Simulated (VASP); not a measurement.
A run of VASP 6.6.1 is set up as follows.

Contents of POSCAR:

```
Zr
1.0
   -2.2250192287      1.8327665987      1.8327665987
    1.8327665987     -2.2250192287      1.8327665987
    1.8327665987      1.8327665987     -2.2250192287
Zr
1
Direct
    0.0000000000      0.0000000000      0.0000000000
```

File INCAR.step1:

```
SYSTEM = Zr
ALGO = Normal ; EDIFF = 1E-4
ENCUT = 520 ; GGA = PE
ISMEAR = 0 ; LASPH = .TRUE.
LCHARG = .FALSE. ; LREAL = .FALSE.
LWAVE = .TRUE. ; NBANDS = 12
NELM = 60 ; PREC = Accurate
SIGMA = 0.15
```

File INCAR.step2:

```
SYSTEM = Zr
ALGO = Normal ; EDIFF = 1E-6
ENCUT = 520 ; ISIF = 2
ISMEAR = 0 ; ISTART = 1
LASPH = .TRUE. ; LCHARG = .FALSE.
LMIXTAU = .TRUE. ; LREAL = .FALSE.
LWAVE = .FALSE. ; METAGGA = R2SCAN
NBANDS = 12 ; NELM = 60
PREC = Accurate ; SIGMA = 0.15
```

File KPOINTS:

```
k-points
0
G
  20 20 20
  0 0 0
```

Potentials or basis: VASP PAW PBE potentials, release 64 (Zr_sv).

The run is started by

```console
$ cat potpaw_PBE.64/Zr_sv/POTCAR > POTCAR
$ cp INCAR.step1 INCAR
$ mpirun -np 1 vasp_std > vasp.out
$ cp INCAR.step2 INCAR
$ mpirun -np 1 vasp_std > vasp.out
```

(1) What does it give for the band gap on the k mesh?

(2) What does it give for the pressure?

Answers

(1) zero (bands 6 and 7 overlap by 2.65 eV).

(2) 1.8 GPa.

Caveat: the PAW data sets were made with another functional, which shifts forces and pressure a little.
